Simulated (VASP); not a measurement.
# Al2Cu (P4/mmm) in VASP: notebook

Runs on Al2Cu. Level: PBEsol. Tasks: single point.

All numbers are computed with VASP 6.6.1; they aren't measurements. Logs are shortened: lines on timing, memory, paths and dates and some standing lists are left out, and cuts for length are marked.

### 1 The cell of the first run

It takes space group P4/mmm (No. 123, tetragonal). The conventional cell has a = 4.105 Å, b = 4.105 Å, c = 2.891 Å, α = 90.00°, β = 90.00°, γ = 90.00°. Al (site symmetry mmm) has 4 Cu at 2.51 Å and 6 Al at 2.89 to 2.90 Å within 3.3 Å. Within 3.3 Å of Cu (site symmetry 4/mmm) lie 8 Al at 2.51 Å and 2 Cu at 2.89 Å.

### 2 Single point, PBEsol

INCAR reads:

```
SYSTEM = Al2Cu
PREC = Accurate
ENCUT = 520
EDIFF = 1E-6
ISMEAR = 1
SIGMA = 0.05
LREAL = .FALSE.
LASPH = .TRUE.
NELM = 100
ALGO = Fast
ISIF = 2
LWAVE = .FALSE.
LCHARG = .FALSE.
GGA = PS
NBANDS = 16
```

KPOINTS reads:

```
regular mesh
0
G
  10 10 14
  0 0 0
```

POSCAR reads:

```
Al2Cu
1.0
    4.1051820000      0.0000000000      0.0000000000
    0.0000000000      4.1051820000      0.0000000000
    0.0000000000      0.0000000000      2.8913130000
Al Cu
2 1
Direct
    0.5000000000      0.0000000000      0.5000000000
    0.0000000000      0.5000000000      0.5000000000
    0.0000000000      0.0000000000      0.0000000000
```

Potentials or basis: VASP PAW PBE potentials, release 64 (Al, Cu).

Started as:

```bash
cat potpaw_PBE.64/Al/POTCAR potpaw_PBE.64/Cu/POTCAR > POTCAR
mpirun -np 1 vasp_std > vasp.out
```

OUTCAR:

```text
SYSTEM = Al2Cu
   PREC = Accurate
   ENCUT = 520
   EDIFF = 1E-6
   ISMEAR = 1
   LREAL = .FALSE.
   LASPH = .TRUE.
   NELM = 100
   ISIF = 2
   GGA = PS

 ion  position               nearest neighbor table
   1  0.500  0.000  0.500-   3 2.51   3 2.51   3 2.51   3 2.51   2 2.90   2 2.90   2 2.90   2 2.90

   2  0.000  0.500  0.500-   3 2.51   3 2.51   3 2.51   3 2.51   1 2.90   1 2.90   1 2.90   1 2.90

   3  0.000  0.000  0.000-   1 2.51   2 2.51   1 2.51   2 2.51   2 2.51   2 2.51   1 2.51   1 2.51

  LATTYP: Found a simple tetragonal cell.
 ALAT       =     4.1051820000
 C/A-ratio  =     0.7043081159

  Lattice vectors:

 A1 = (   4.1051820000,   0.0000000000,   0.0000000000)
 A2 = (   0.0000000000,   4.1051820000,   0.0000000000)
 A3 = (   0.0000000000,   0.0000000000,   2.8913130000)

Analysis of symmetry for initial positions (statically):
=====================================================================
 Subroutine PRICEL returns:
 Original cell was already a primitive cell.

 Routine SETGRP: Setting up the symmetry group for a
 simple tetragonal supercell.

 Subroutine GETGRP returns: Found 16 space group operations
 (whereof 16 operations were pure point group operations)
 out of a pool of 16 trial point group operations.

The static configuration has the point symmetry D_4h.

Analysis of symmetry for dynamics (positions and initial velocities):
=====================================================================
 Subroutine PRICEL returns:
 Original cell was already a primitive cell.

 Routine SETGRP: Setting up the symmetry group for a
 simple tetragonal supercell.

 Subroutine GETGRP returns: Found 16 space group operations
 (whereof 16 operations were pure point group operations)
 out of a pool of 16 trial point group operations.

The dynamic configuration has the point symmetry D_4h.

 Subroutine INISYM returns: Found 16 space group operations
 (whereof 16 operations are pure point group operations),
 and found     1 'primitive' translations

----------------------------------------------------------------------------------------

                                     Primitive cell

  volume of cell :      48.7259

  direct lattice vectors                    reciprocal lattice vectors
     4.105182000  0.000000000  0.000000000     0.243594559  0.000000000  0.000000000
     0.000000000  4.105182000  0.000000000     0.000000000  0.243594559  0.000000000
     0.000000000  0.000000000  2.891313000     0.000000000  0.000000000  0.345863627

  length of vectors
     4.105182000  4.105182000  2.891313000     0.243594559  0.243594559  0.345863627

  position of ions in fractional coordinates (direct lattice)
     0.500000000  0.000000000  0.500000000
     0.000000000  0.500000000  0.500000000
     0.000000000  0.000000000  0.000000000

  ion indices of the primitive-cell ions
   primitive index   ion index
                 1           1
                 2           2
                 3           3

----------------------------------------------------------------------------------------

 KPOINTS: regular mesh

Automatic generation of k-mesh.
 Grid dimensions read from file:
 generate k-points for:   10   10   14

 Generating k-lattice:

  Cartesian coordinates                     Fractional coordinates (reciprocal lattice)
     0.024359456  0.000000000  0.000000000     0.100000000  0.000000000  0.000000000
     0.000000000  0.024359456  0.000000000     0.000000000  0.100000000  0.000000000
     0.000000000  0.000000000  0.024704545     0.000000000  0.000000000  0.071428571

  Length of vectors
     0.024359456  0.024359456  0.024704545

  Shift w.r.t. Gamma in fractional coordinates (k-lattice)
     0.000000000  0.000000000  0.000000000

 Subroutine IBZKPT returns following result:
 ===========================================

 Found    168 irreducible k-points:

 Following reciprocal coordinates:
            Coordinates               Weight
  0.000000  0.000000  0.000000      1.000000
  0.100000  0.000000  0.000000      4.000000
  0.200000  0.000000  0.000000      4.000000
  0.300000  0.000000  0.000000      4.000000
  0.400000  0.000000  0.000000      4.000000
  0.500000  0.000000  0.000000      2.000000
[... 16 lines left out ...]
  0.100000  0.000000  0.071429      8.000000
  0.200000  0.000000  0.071429      8.000000
 [... further k-points ...]
   k-points           NKPTS =    168   k-points in BZ     NKDIM =    168   number of bands    NBANDS=     16
   number of dos      NEDOS =    301   number of ions     NIONS =      3
   total plane-waves  NPLWV =  24576
   dimension x,y,z NGX =    32 NGY =   32 NGZ =   24
   dimension x,y,z NGXF=    64 NGYF=   64 NGZF=   48
   ions per type =               2   1
   NGX,Y,Z   is equivalent  to a cutoff of  12.96, 12.96, 13.80 a.u.
   NGXF,Y,Z  is equivalent  to a cutoff of  25.92, 25.92, 27.60 a.u.
 SYSTEM =  Al2Cu
   PREC   = accura    normal or accurate (medium, high low for compatibility)
   ISTART =      0    job   : 0-new  1-cont  2-samecut
   ICHARG =      2    charge: 1-file 2-atom 10-const
   ISPIN  =      1    spin polarized calculation?
   LNONCOLLINEAR =      F non collinear calculations
   LSORBIT =      F    spin-orbit coupling
   LASPH  =      T    aspherical Exc in radial PAW
   ENCUT  =  520.0 eV  38.22 Ry    6.18 a.u.   7.63  7.63  5.38*2*pi/ulx,y,z
   NELM   =    100;   NELMIN=  2; NELMDL= -5     # of ELM steps
   EDIFF  = 0.1E-05   stopping-criterion for ELM
   LREAL  =      F    real-space projection
   EDIFFG = 0.1E-04   stopping-criterion for IOM
   NSW    =      0    number of steps for IOM
   IBRION =     -1    ionic relax: 0-MD 1-quasi-New 2-CG
   NFREE  =      0    steps in history (QN), initial steepest desc. (CG)
   ISIF   =      2    stress and relaxation
   ISYM   =      2    0-nonsym 1-usesym 2-fastsym
   POTIM  = 0.5000    time-step for ionic-motion
   TEBEG  =    0.0;   TEEND  =   0.0 temperature during run
   PSTRESS=    0.0 pullay stress
   NELECT =      17.0000    total number of electrons
   NUPDOWN=      -1.0000    fix difference up-down
   EMIN   =  10.00;   EMAX   =-10.00  energy-range for DOS
   EFERMI =   0.00;   METHOD = LEGACY
   ISMEAR =     1;   SIGMA  =   0.05  broadening in eV -4-tet -1-fermi 0-gaus
   EFERMI_NEDOS =   21; number of points for ismear=-14 and -15
   IALGO  =     68    algorithm
   IMIX   =      4    mixing-type and parameters
     AMIX     =   0.40;   BMIX     =  1.00
     AMIX_MAG =   1.60;   BMIX_MAG =  1.00
  volume/ion in A,a.u.               =      16.24       109.61
  Fermi-wavevector in a.u.,A,eV,Ry     =   1.152492  2.177894 18.071765  1.328237
  Thomas-Fermi vector in A             =   2.289142
   LORBIT       =      0    0 simple, 1 ext, 2 COOP (PROOUT), +10 PAW based schemes
   GGA     = PS    functional components
   LHFCALC =     F    Hartree Fock is set to
   AEXX    =    0.0000 exact exchange contribution
   IVDW    =     0    specifies the selected vdW correction
   LEPSILON=     F    determine dielectric tensor
   LRPA    =     F    only Hartree local field effects (RPA)
 non-spin polarized calculation
 RMM-DIIS sequential band-by-band and
 Methfessel and Paxton  Order N= 1 SIGMA  =   0.05
  energy-cutoff  :      520.00
  volume of cell :       48.73
 maximum number of plane-waves:      1339
 NGX is ok and might be reduce to    32
   NGX = 15   NGY = 15   NGZ = 11

 number of electron      16.9999979 magnetization

 Free energy of the ion-electron system (eV)
  ---------------------------------------------------
  ext. energy  EPLUGINS =         0.00000000
  ---------------------------------------------------
  free energy    TOTEN  =       -12.55848888 eV

  energy without entropy =      -12.55834680  energy(sigma->0) =      -12.55844152

 E-fermi :   7.0203     XC(G=0): -10.4867

 val. band max:        7.0098091916   @ k =   0.5000   0.1000   0.2857
 cond. band min:       7.0213920313   @ k =   0.4000   0.2000   0.2143
 fundamental gap:      0.0115828397
 Fermi energy:         7.0203337424

 k-point     1 :       0.0000    0.0000    0.0000
  band No.  band energies     occupation
      1      -3.4627      2.00000
      2       1.6610      2.00000
      3       2.1753      2.00000
      4       2.8287      2.00000
      5       3.0157      2.00000
      6       3.0157      2.00000
[... 8 lines left out ...]
     15      14.1772      0.00000
     16      19.4255      0.00000

 k-point     2 :       0.1000    0.0000    0.0000
  band No.  band energies     occupation
      1      -3.3784      2.00000
      2       1.6124      2.00000
      3       2.1553      2.00000
      4       2.8034      2.00000
      5       3.0126      2.00000
      6       3.0162      2.00000
[... 8 lines left out ...]
     15      15.3593      0.00000
     16      19.0976      0.00000

 k-point     3 :       0.2000    0.0000    0.0000
  band No.  band energies     occupation
      1      -3.1292      2.00000
      2       1.3450      2.00000
      3       2.1095      2.00000
      4       2.7438      2.00000
      5       3.0044      2.00000
      6       3.0174      2.00000
[... 8 lines left out ...]
     15      17.1160      0.00000
     16      18.3201      0.00000

 k-point     4 :       0.3000    0.0000    0.0000
  band No.  band energies     occupation
      1      -2.7295      2.00000
      2       0.6807      2.00000
      3       2.0918      2.00000
      4       2.6803      2.00000
      5       2.8976      2.00000
      6       2.9943      2.00000
[... 8 lines left out ...]
     15      17.4124      0.00000
     16      19.0321      0.00000

 k-point     5 :       0.4000    0.0000    0.0000
  band No.  band energies     occupation
      1      -2.2319      2.00000
      2      -0.1186      2.00000
      3       2.1014      2.00000
      4       2.6351      2.00000
      5       2.7807      2.00000
      6       2.9862      2.00000
[... 8 lines left out ...]
     15      16.6154      0.00000
     16      18.5927      0.00000

 k-point     6 :       0.5000    0.0000    0.0000
  band No.  band energies     occupation
      1      -1.9099      2.00000
      2      -0.5591      2.00000
      3       2.1081      2.00000
      4       2.6190      2.00000
      5       2.7574      2.00000
      6       2.9832      2.00000
[... 8 lines left out ...]
     15      16.3067      0.00000
     16      17.9458      0.00000

 k-point     7 :       0.1000    0.1000    0.0000
  band No.  band energies     occupation
      1      -3.2941      2.00000
      2       1.5813      2.00000
      3       2.1289      2.00000
      4       2.7717      2.00000
      5       3.0128      2.00000
      6       3.0133      2.00000
[... 8 lines left out ...]
     15      16.0632      0.00000
     16      18.9286      0.00000

 k-point     8 :       0.2000    0.1000    0.0000
  band No.  band energies     occupation
      1      -3.0447      2.00000
      2       1.3649      2.00000
      3       2.0657      2.00000
      4       2.6989      2.00000
      5       3.0049      2.00000
      6       3.0144      2.00000
[... 8 lines left out ...]
     15      17.1939      0.00000
     16      18.3256      0.00000

 k-point     9 :       0.3000    0.1000    0.0000
  band No.  band energies     occupation
      1      -2.6446      2.00000
      2       0.7386      2.00000
      3       2.0497      2.00000
      4       2.6308      2.00000
      5       2.9354      2.00000
      6       2.9949      2.00000
[... 8 lines left out ...]
     15      17.4670      0.00000
     16      18.7348      0.00000
[... 172 lines left out ...]
 k-point    19 :       0.4000    0.4000    0.0000
  band No.  band energies     occupation
      1      -0.9427      2.00000
      2       0.7155      2.00000
      3       1.0364      2.00000
      4       2.0787      2.00000
      5       2.7684      2.00000
      6       2.9924      2.00000
[... 8 lines left out ...]
     15      17.2855      0.00000
     16      18.0236      0.00000

 k-point    20 :       0.5000    0.4000    0.0000
  band No.  band energies     occupation
      1      -0.5586      2.00000
      2       0.3929      2.00000
      3       1.1260      2.00000
      4       1.8992      2.00000
      5       2.7314      2.00000
      6       2.9511      2.00000
[... 8 lines left out ...]
     15      17.0247      0.00000
     16      17.8356      0.00000

 k-point    21 :       0.5000    0.5000    0.0000
  band No.  band energies     occupation
      1      -0.0973      2.00000
      2       0.6072      2.00000
      3       0.6072      2.00000
      4       1.6912      2.00000
      5       2.7095      2.00000
      6       2.8754      2.00000
[... 8 lines left out ...]
     15      17.1700      0.00000
     16      17.1705      0.00000

 k-point    22 :       0.0000    0.0000    0.0714
  band No.  band energies     occupation
      1      -3.3701      2.00000
      2       1.6924      2.00000
      3       2.2101      2.00000
      4       2.8375      2.00000
      5       2.9244      2.00000
      6       2.9244      2.00000
[... 8 lines left out ...]
     15      15.4569      0.00000
     16      18.5558      0.00000

 k-point    23 :       0.1000    0.0000    0.0714
  band No.  band energies     occupation
      1      -3.2860      2.00000
      2       1.6450      2.00000
      3       2.1910      2.00000
      4       2.8100      2.00000
      5       2.9132      2.00000
      6       2.9311      2.00000
[... 8 lines left out ...]
     15      15.8695      0.00000
     16      18.0464      0.00000

 k-point    24 :       0.2000    0.0000    0.0714
  band No.  band energies     occupation
      1      -3.0371      2.00000
      2       1.3867      2.00000
      3       2.1453      2.00000
      4       2.7515      2.00000
      5       2.8755      2.00000
      6       2.9402      2.00000
[... 8 lines left out ...]
     15      17.1401      0.00000
     16      17.1723      0.00000

 [... further k-points ...]
[... 5 lines left out ...]
  --------------------------------------------------------------------------------------
  -------------------------------------------------------------------------------------
  Total       -0.6148109     -0.6148109     -0.8926044      0.0000000     -0.0000000      0.0000000
  in kB      -20.2158595    -20.2158595    -29.3501046      0.0000000     -0.0000000      0.0000000
  external PRESSURE =     -23.2606079 kB  Pullay stress =       0.0000000 kB

 VOLUME and BASIS-vectors are now :
 -----------------------------------------------------------------------------
  energy-cutoff  :      520.00
  volume of cell :       48.73
      direct lattice vectors                 reciprocal lattice vectors
     4.105182000  0.000000000  0.000000000     0.243594559  0.000000000  0.000000000
     0.000000000  4.105182000  0.000000000     0.000000000  0.243594559  0.000000000
     0.000000000  0.000000000  2.891313000     0.000000000  0.000000000  0.345863627

 POSITION                                       TOTAL-FORCE (eV/Angst)
 -----------------------------------------------------------------------------------
      2.05259      0.00000      1.44566         0.000000      0.000000      0.000000
      0.00000      2.05259      1.44566         0.000000      0.000000      0.000000
      0.00000      0.00000      0.00000         0.000000      0.000000      0.000000
 -----------------------------------------------------------------------------------
    total drift:                               -0.000000     -0.000000      0.000000

  FREE ENERGIE OF THE ION-ELECTRON SYSTEM (eV)
  ---------------------------------------------------
  free  energy   TOTEN  =       -12.5584888792 eV

  energy  without entropy=      -12.5583467969  energy(sigma->0) =      -12.55844152
```

Run time: 82 s. Hardware: 1 thread of Intel Xeon 6975P-C, shared host; peak memory 0.25 GiB.

What came out:

```
Free energy : -12.5585 eV
Pressure    : -2.3 GPa
```

Caveat: the PAW data sets were made with another functional, which shifts forces and pressure a little.

[end of part 1 of 2]
